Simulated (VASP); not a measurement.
# Na in VASP: further runs

Na is run at these levels: r2SCAN; tasks: single point.

Program: VASP 6.6.1. These are calculated values, not measurements. Logs are shortened: lines on timing, memory, paths and dates and some standing lists are left out, and cuts for length are marked.

### Step 1. The cell of the first run

It takes space group I-43d (No. 220, cubic). Conventional cell: a = 8.455 Å, b = 8.455 Å, c = 8.455 Å, α = 90.00°, β = 90.00°, γ = 90.00°. Na (site symmetry 3) has 14 Na at 3.66 to 4.23 Å within 4.8 Å.

### Step 2. Single point, r2SCAN

File POSCAR:

```
Na
1.0
   -4.2276426394      4.2276426394      4.2276426394
    4.2276426394     -4.2276426394      4.2276426394
    4.2276426394      4.2276426394     -4.2276426394
Na
8
Direct
    0.5000000000      0.0000000000      0.4994721634
    0.4994721634      0.5000000000      0.0000000000
    0.0000000000      0.9994721634      0.5000000000
    0.9994721634      0.5000000000      0.0000000000
    0.0000000000      0.4994721634      0.5000000000
    0.5000000000      0.0000000000      0.9994721634
    0.5005278366      0.5005278366      0.5005278366
    0.0005278366      0.0005278366      0.0005278366
```

File INCAR.step1:

```
  PREC = Accurate
  ENCUT = 520
  ISMEAR = 0
  SIGMA = 0.1
  LREAL = F
  LASPH = T
  NELM = 60
  NBANDS = 38
  GGA = PE
  ALGO = Normal
  EDIFF = 1E-4
  LWAVE = T
  LCHARG = F
```

File INCAR.step2:

```
  PREC = Accurate
  ENCUT = 520
  EDIFF = 1E-6
  ISMEAR = 0
  SIGMA = 0.1
  LREAL = F
  LASPH = T
  NELM = 60
  ALGO = Normal
  ISIF = 2
  LWAVE = F
  LCHARG = F
  METAGGA = R2SCAN
  LMIXTAU = T
  NBANDS = 38
  ISTART = 1
```

File KPOINTS:

```
Automatic mesh
0
Gamma
  6 6 6
```

Potentials or basis: VASP PAW PBE potentials, release 64 (Na_pv).

Run with:

```console
> cat potpaw_PBE.64/Na_pv/POTCAR > POTCAR
> cp INCAR.step1 INCAR
> mpirun -np 1 vasp_std > vasp.out
> cp INCAR.step2 INCAR
> mpirun -np 1 vasp_std > vasp.out
```

OUTCAR:

```text
PREC = Accurate
   ENCUT = 520
   EDIFF = 1E-6
   ISMEAR = 0
   LREAL = F
   LASPH = T
   NELM = 60
   ISIF = 2
   METAGGA = R2SCAN
   ISTART = 1

 ion  position               nearest neighbor table
   1  0.500  0.000  0.499-
   2  0.499  0.500  0.000-
   3  0.000  0.999  0.500-
   4  0.999  0.500  0.000-
   5  0.000  0.499  0.500-
   6  0.500  0.000  0.999-
   7  0.501  0.501  0.501-
   8  0.001  0.001  0.001-

  LATTYP: Found a body centered cubic cell.
 ALAT       =     8.4552852788

  Lattice vectors:

 A1 = (  -4.2276426394,   4.2276426394,   4.2276426394)
 A2 = (   4.2276426394,  -4.2276426394,   4.2276426394)
 A3 = (   4.2276426394,   4.2276426394,  -4.2276426394)

Analysis of symmetry for initial positions (statically):
=====================================================================
 Subroutine PRICEL returns:
 Original cell was already a primitive cell.

 Routine SETGRP: Setting up the symmetry group for a
 body centered cubic supercell.

 Subroutine GETGRP returns: Found 24 space group operations
 (whereof  3 operations were pure point group operations)
 out of a pool of 48 trial point group operations.

The static configuration has the point symmetry C_3 .
 The point group associated with its full space group is T_d .

Analysis of symmetry for dynamics (positions and initial velocities):
=====================================================================
 Subroutine PRICEL returns:
 Original cell was already a primitive cell.

 Routine SETGRP: Setting up the symmetry group for a
 body centered cubic supercell.

 Subroutine GETGRP returns: Found 24 space group operations
 (whereof  3 operations were pure point group operations)
 out of a pool of 48 trial point group operations.

The dynamic configuration has the point symmetry C_3 .
 The point group associated with its full space group is T_d .

 Subroutine INISYM returns: Found 24 space group operations
 (whereof  3 operations are pure point group operations),
 and found     1 'primitive' translations

----------------------------------------------------------------------------------------

                                     Primitive cell

  volume of cell :     302.2420

  direct lattice vectors                    reciprocal lattice vectors
    -4.227642639  4.227642639  4.227642639     0.000000000  0.118269221  0.118269221
     4.227642639 -4.227642639  4.227642639     0.118269221  0.000000000  0.118269221
     4.227642639  4.227642639 -4.227642639     0.118269221  0.118269221  0.000000000

  length of vectors
     7.322491848  7.322491848  7.322491848     0.167257936  0.167257936  0.167257936

  position of ions in fractional coordinates (direct lattice)
     0.500000000  0.000000000  0.499472163
     0.499472163  0.500000000  0.000000000
     0.000000000  0.999472163  0.500000000
     0.999472163  0.500000000  0.000000000
     0.000000000  0.499472163  0.500000000
     0.500000000  0.000000000  0.999472163
     0.500527837  0.500527837  0.500527837
     0.000527837  0.000527837  0.000527837

  ion indices of the primitive-cell ions
   primitive index   ion index
                 1           1
                 2           2
                 3           3
                 4           4
                 5           5
                 6           6
                 7           7
                 8           8

----------------------------------------------------------------------------------------

 KPOINTS: Automatic mesh

Automatic generation of k-mesh.
 Grid dimensions read from file:
 generate k-points for:    6    6    6

 Generating k-lattice:

  Cartesian coordinates                     Fractional coordinates (reciprocal lattice)
     0.000000000  0.019711537  0.019711537     0.166666667  0.000000000  0.000000000
     0.019711537  0.000000000  0.019711537     0.000000000  0.166666667  0.000000000
     0.019711537  0.019711537  0.000000000     0.000000000  0.000000000  0.166666667

  Length of vectors
     0.027876323  0.027876323  0.027876323

  Shift w.r.t. Gamma in fractional coordinates (k-lattice)
     0.000000000  0.000000000  0.000000000

 Subroutine IBZKPT returns following result:
 ===========================================

 Found     16 irreducible k-points:

 Following reciprocal coordinates:
            Coordinates               Weight
  0.000000  0.000000  0.000000      1.000000
  0.166667  0.000000  0.000000     12.000000
  0.333333  0.000000  0.000000     12.000000
  0.500000  0.000000  0.000000      6.000000
  0.166667  0.166667  0.000000     24.000000
  0.333333  0.166667 -0.000000     48.000000
[... 8 lines left out ...]
  0.500000  0.500000  0.333333     12.000000
  0.500000  0.500000  0.500000      1.000000
   k-points           NKPTS =     16   k-points in BZ     NKDIM =     16   number of bands    NBANDS=     38
   number of dos      NEDOS =    301   number of ions     NIONS =      8
   total plane-waves  NPLWV = 157464
   dimension x,y,z NGX =    54 NGY =   54 NGZ =   54
   dimension x,y,z NGXF=   108 NGYF=  108 NGZF=  108
   ions per type =               8
   NGX,Y,Z   is equivalent  to a cutoff of  12.26, 12.26, 12.26 a.u.
   NGXF,Y,Z  is equivalent  to a cutoff of  24.52, 24.52, 24.52 a.u.
 SYSTEM =  unknown system
   PREC   = accura    normal or accurate (medium, high low for compatibility)
   ISTART =      1    job   : 0-new  1-cont  2-samecut
   ICHARG =      0    charge: 1-file 2-atom 10-const
   ISPIN  =      1    spin polarized calculation?
   LNONCOLLINEAR =      F non collinear calculations
   LSORBIT =      F    spin-orbit coupling
   LASPH  =      T    aspherical Exc in radial PAW
   ENCUT  =  520.0 eV  38.22 Ry    6.18 a.u.  13.61 13.61 13.61*2*pi/ulx,y,z
   NELM   =     60;   NELMIN=  2; NELMDL=  0     # of ELM steps
   EDIFF  = 0.1E-05   stopping-criterion for ELM
   LREAL  =      F    real-space projection
   EDIFFG = 0.1E-04   stopping-criterion for IOM
   NSW    =      0    number of steps for IOM
   IBRION =     -1    ionic relax: 0-MD 1-quasi-New 2-CG
   NFREE  =      0    steps in history (QN), initial steepest desc. (CG)
   ISIF   =      2    stress and relaxation
   ISYM   =      2    0-nonsym 1-usesym 2-fastsym
   POTIM  = 0.5000    time-step for ionic-motion
   TEBEG  =    0.0;   TEEND  =   0.0 temperature during run
   PSTRESS=    0.0 pullay stress
   NELECT =      56.0000    total number of electrons
   NUPDOWN=      -1.0000    fix difference up-down
   EMIN   =  10.00;   EMAX   =-10.00  energy-range for DOS
   EFERMI =   0.00;   METHOD = LEGACY
   ISMEAR =     0;   SIGMA  =   0.10  broadening in eV -4-tet -1-fermi 0-gaus
   EFERMI_NEDOS =   21; number of points for ismear=-14 and -15
   IALGO  =     38    algorithm
   IMIX   =      4    mixing-type and parameters
     AMIX     =   0.40;   BMIX     =  1.00
     AMIX_MAG =   1.60;   BMIX_MAG =  1.00
  volume/ion in A,a.u.               =      37.78       254.95
  Fermi-wavevector in a.u.,A,eV,Ry     =   0.933296  1.763673 11.851229  0.871041
  Thomas-Fermi vector in A             =   2.059982
   LORBIT       =      0    0 simple, 1 ext, 2 COOP (PROOUT), +10 PAW based schemes
   METAGGA = R2SCAN    functional components
   LHFCALC =     F    Hartree Fock is set to
   AEXX    =    0.0000 exact exchange contribution
   IVDW    =     0    specifies the selected vdW correction
   LEPSILON=     F    determine dielectric tensor
   LRPA    =     F    only Hartree local field effects (RPA)
 non-spin polarized calculation
 Gauss-broadening in eV      SIGMA  =   0.10
  energy-cutoff  :      520.00
  volume of cell :      302.24
 maximum number of plane-waves:      8160
   NGX = 27   NGY = 27   NGZ = 27

 number of electron      55.9999872 magnetization

 Free energy of the ion-electron system (eV)
  ---------------------------------------------------
  ext. energy  EPLUGINS =         0.00000000
  ---------------------------------------------------
  free energy    TOTEN  =       -28.41495475 eV

  energy without entropy =      -28.38576763  energy(sigma->0) =      -28.40036119

 E-fermi :   0.2559     XC(G=0):  -6.8647

 val. band max:        0.2220763343   @ k =  -0.3333   0.5000   0.1667
 cond. band min:       0.3348639616   @ k =   0.3333   0.0000   0.0000
 fundamental gap:      0.1127876273
 Fermi energy:         0.2558558556

 k-point     1 :       0.0000    0.0000    0.0000
  band No.  band energies     occupation
      1     -25.7672      2.00000
      2     -25.7672      2.00000
      3     -25.7672      2.00000
      4     -25.7670      2.00000
      5     -25.7670      2.00000
      6     -25.7670      2.00000
[... 30 lines left out ...]
     37       1.7053      0.00000
     38       4.9653      0.00000

 k-point     2 :       0.1667    0.0000    0.0000
  band No.  band energies     occupation
      1     -25.7665      2.00000
      2     -25.7659      2.00000
      3     -25.7659      2.00000
      4     -25.7657      2.00000
      5     -25.7657      2.00000
      6     -25.7647      2.00000
[... 30 lines left out ...]
     37       2.9639      0.00000
     38       3.9206      0.00000

 k-point     3 :       0.3333    0.0000    0.0000
  band No.  band energies     occupation
      1     -25.7648      2.00000
      2     -25.7628      2.00000
      3     -25.7628      2.00000
      4     -25.7627      2.00000
      5     -25.7627      2.00000
      6     -25.7600      2.00000
[... 30 lines left out ...]
     37       3.2867      0.00000
     38       3.5296      0.00000

 k-point     4 :       0.5000    0.0000    0.0000
  band No.  band energies     occupation
      1     -25.7624      2.00000
      2     -25.7624      2.00000
      3     -25.7609      2.00000
      4     -25.7609      2.00000
      5     -25.7609      2.00000
      6     -25.7609      2.00000
[... 30 lines left out ...]
     37       4.1653      0.00000
     38       4.1653      0.00000
[... 375 lines left out ...]
      4     -25.7572      2.00000
      5     -25.7571      2.00000
      6     -25.7571      2.00000
[... 30 lines left out ...]
     37       5.1400      0.00000
     38       5.1400      0.00000

 k-point    15 :       0.5000    0.5000    0.3333
  band No.  band energies     occupation
      1     -25.7557      2.00000
      2     -25.7557      2.00000
      3     -25.7556      2.00000
      4     -25.7554      2.00000
      5     -25.7546      2.00000
      6     -25.7544      2.00000
[... 30 lines left out ...]
     37       5.6228      0.00000
     38       5.6228      0.00000

 k-point    16 :       0.5000    0.5000    0.5000
  band No.  band energies     occupation
      1     -25.7507      2.00000
      2     -25.7507      2.00000
      3     -25.7507      2.00000
      4     -25.7507      2.00000
      5     -25.7507      2.00000
      6     -25.7507      2.00000
[... 30 lines left out ...]
     37       5.3535      0.00000
     38       5.3535      0.00000

------------------------ aborting loop because EDIFF is reached ----------------------------------------

  FORCE on cell =-STRESS in cart. coord.  units (eV):
  Direction    XX          YY          ZZ          XY          YZ          ZX
  --------------------------------------------------------------------------------------
  -------------------------------------------------------------------------------------
  Total        0.0433923      0.0433923      0.0433923     -0.0000000     -0.0000000      0.0000000
  in kB        0.2300217      0.2300217      0.2300217     -0.0000000     -0.0000000      0.0000000
  external PRESSURE =       0.2300217 kB  Pullay stress =       0.0000000 kB

 VOLUME and BASIS-vectors are now :
 -----------------------------------------------------------------------------
  energy-cutoff  :      520.00
  volume of cell :      302.24
      direct lattice vectors                 reciprocal lattice vectors
    -4.227642639  4.227642639  4.227642639     0.000000000  0.118269221  0.118269221
     4.227642639 -4.227642639  4.227642639     0.118269221  0.000000000  0.118269221
     4.227642639  4.227642639 -4.227642639     0.118269221  0.118269221  0.000000000

 POSITION                                       TOTAL-FORCE (eV/Angst)
 -----------------------------------------------------------------------------------
     -0.00223      4.22541      0.00223        -0.011018     -0.011018      0.011018
      0.00223     -0.00223      4.22541         0.011018     -0.011018     -0.011018
      6.33923     -2.11159      2.11159        -0.011018      0.011018     -0.011018
     -2.11159      2.11159      6.33923         0.011018     -0.011018     -0.011018
      4.22541      0.00223     -0.00223        -0.011018      0.011018     -0.011018
      2.11159      6.33923     -2.11159        -0.011018     -0.011018      0.011018
      2.11605      2.11605      2.11605         0.011018      0.011018      0.011018
      0.00223      0.00223      0.00223         0.011018      0.011018      0.011018
 -----------------------------------------------------------------------------------
    total drift:                               -0.000015     -0.000015     -0.000015

  FREE ENERGIE OF THE ION-ELECTRON SYSTEM (eV)
  ---------------------------------------------------
  free  energy   TOTEN  =       -28.4149547499 eV

  energy  without entropy=      -28.3857676262  energy(sigma->0) =      -28.40036119
```

Wall time 14 min (1 thread of Intel Xeon Platinum 8259CL at 2.50GHz (Skylake/Cascade Lake), shared host); peak memory 0.46 GiB.

Results:

- Free energy: -28.4150 eV
- Pressure: 0.0 GPa
- Largest force: 0.019 eV/Å
- Band gap on the k mesh: zero (bands 28 and 29 overlap by 1.89 eV)

Forces on the atoms (eV/Å):
```
Na  -0.011 -0.011  0.011
Na   0.011 -0.011 -0.011
Na  -0.011  0.011 -0.011
Na   0.011 -0.011 -0.011
Na  -0.011  0.011 -0.011
Na  -0.011 -0.011  0.011
Na   0.011  0.011  0.011
Na   0.011  0.011  0.011
```

Levels at points of the mesh, in eV from the Fermi level:
| k point | band 24 | band 25 | band 26 | band 27 | band 28 | band 29 | band 30 | band 31 | band 32 | band 33 |
| --- | --- | --- | --- | --- | --- | --- | --- | --- | --- | --- |
| (0.00, 0.00, 0.00) | -25.99 | -3.41 | 0.76 | 0.76 | 0.76 | 0.76 | 0.76 | 0.76 | 1.45 | 1.45 |
| (0.50, 0.00, 0.00) | -25.99 | -2.26 | -2.26 | -0.04 | -0.04 | -0.04 | -0.04 | 1.80 | 1.80 | 2.51 |
| (0.50, 0.50, 0.50) | -26.00 | -1.13 | -1.13 | -1.13 | -1.13 | -1.13 | -1.13 | 2.85 | 2.85 | 2.85 |

Caveat: the PAW data sets were made with another functional, which shifts forces and pressure a little.

### Step 3. Single point, r2SCAN

This run uses another cell than the first one: it holds 1 atom, not 8.

File POSCAR:

```
Na
1.0
    2.9872228821      1.7246739351      1.2182913818
   -2.9872228821      1.7246739351      1.2182913818
    0.0000000000     -3.4493478702      1.2182913818
Na
1
Direct
    0.5000000000      0.5000000000      0.5000000000
```

File INCAR.step1:

```
PREC = Accurate ; ENCUT = 520
ISMEAR = 0 ; SIGMA = 0.1
LREAL = False ; LASPH = True
NELM = 100 ; NBANDS = 10
GGA = PE ; ALGO = Normal
EDIFF = 1E-4 ; LWAVE = True
LCHARG = False
```

File INCAR.step2:

```
PREC = Accurate ; ENCUT = 520
EDIFF = 1E-6 ; ISMEAR = 0
SIGMA = 0.1 ; LREAL = False
LASPH = True ; NELM = 100
ALGO = Normal ; ISIF = 2
LWAVE = False ; LCHARG = True
METAGGA = R2SCAN ; LMIXTAU = True
LELF = True ; LVHAR = True
NBANDS = 10 ; ISTART = 1
```

File KPOINTS:

```
Automatic mesh
0
Gamma
  18 18 18
```

Potentials or basis: VASP PAW PBE potentials, release 64 (Na_pv).

Run with:

```console
> cat potpaw_PBE.64/Na_pv/POTCAR > POTCAR
> cp INCAR.step1 INCAR
> mpirun -np 1 vasp_std > vasp.out
> cp INCAR.step2 INCAR
> mpirun -np 1 vasp_std > vasp.out
```

OUTCAR:

```text
PREC = Accurate
   ENCUT = 520
   EDIFF = 1E-6
   ISMEAR = 0
   LREAL = False
   LASPH = True
   NELM = 100
   ISIF = 2
   METAGGA = R2SCAN
   ISTART = 1

 ion  position               nearest neighbor table
   1  0.500  0.500  0.500-

  LATTYP: Found a trigonal (rhomboedric) cell.
 ALAT       =     3.6581736728
 COS(alpha) =    -0.3336338512

  Lattice vectors:

 A1 = (   2.9872228821,   1.7246739351,   1.2182913818)
 A2 = (  -2.9872228821,   1.7246739351,   1.2182913818)
 A3 = (   0.0000000000,  -3.4493478702,   1.2182913818)

Analysis of symmetry for initial positions (statically):
=====================================================================
 Subroutine PRICEL returns:
 Original cell was already a primitive cell.

 Routine SETGRP: Setting up the symmetry group for a
 trigonal (rhombohedral) supercell.

 Subroutine GETGRP returns: Found 12 space group operations
 (whereof 12 operations were pure point group operations)
 out of a pool of 12 trial point group operations.

The static configuration has the point symmetry D_3d.

Analysis of symmetry for dynamics (positions and initial velocities):
[... 158 lines left out ...]

 val. band max:        0.2464543675   @ k =  -0.2778   0.3333   0.2778
 cond. band min:       0.3408086200   @ k =   0.5000   0.3333   0.1667
 fundamental gap:      0.0943542524
 Fermi energy:         0.3036543221

 k-point     1 :       0.0000    0.0000    0.0000
  band No.  band energies     occupation
      1     -25.7211      2.00000
      2     -25.7211      2.00000
      3     -25.7208      2.00000
      4      -3.1523      2.00000
      5      12.6136      0.00000
      6      12.6198      0.00000
      7      12.6198      0.00000
      8      13.8202      0.00000
      9      13.8202      0.00000
     10      14.4182      0.00000
[... 287 lines left out ...]
 k-point    24 :      -0.2222    0.0556    0.0000
  band No.  band energies     occupation
      1     -25.7329      2.00000
      2     -25.7246      2.00000
      3     -25.7215      2.00000
      4      -2.4094      2.00000
      5       8.1402      0.00000
      6       9.8894      0.00000
      7      11.2272      0.00000
      8      12.0487      0.00000
      9      13.1787      0.00000
     10      14.7097      0.00000

 [... further k-points ...]
[... 5 lines left out ...]
  --------------------------------------------------------------------------------------
  -------------------------------------------------------------------------------------
  Total        0.0207586      0.0207586      0.0252523     -0.0000000     -0.0000000      0.0000000
  in kB        0.8831429      0.8831429      1.0743236     -0.0000000     -0.0000000      0.0000000
  external PRESSURE =       0.9468698 kB  Pullay stress =       0.0000000 kB

 VOLUME and BASIS-vectors are now :
 -----------------------------------------------------------------------------
  energy-cutoff  :      520.00
  volume of cell :       37.66
      direct lattice vectors                 reciprocal lattice vectors
     2.987222882  1.724673935  1.218291382     0.167379543  0.096636624  0.273607232
    -2.987222882  1.724673935  1.218291382    -0.167379543  0.096636624  0.273607232
     0.000000000 -3.449347870  1.218291382     0.000000000 -0.193273248  0.273607232

 POSITION                                       TOTAL-FORCE (eV/Angst)
 -----------------------------------------------------------------------------------
      0.00000      0.00000      1.82744         0.000000      0.000000      0.000000
 -----------------------------------------------------------------------------------
    total drift:                               -0.000000     -0.000000      0.000000

  FREE ENERGIE OF THE ION-ELECTRON SYSTEM (eV)
  ---------------------------------------------------
  free  energy   TOTEN  =        -3.5553460984 eV

  energy  without entropy=       -3.5531332782  energy(sigma->0) =       -3.55423969
```

Run time: 9.6 min. Hardware: 1 thread of Intel Xeon 8259CL, shared host; peak memory 0.3 GiB.

What came out:

```yaml
Free_energy: -3.5553 eV
Pressure: 0.1 GPa
Band_gap_on_the_k_mesh: zero (an odd number of electrons rules out a gap without spin polarisation)
```

Caveat: the PAW data sets were made with another functional, which shifts forces and pressure a little.
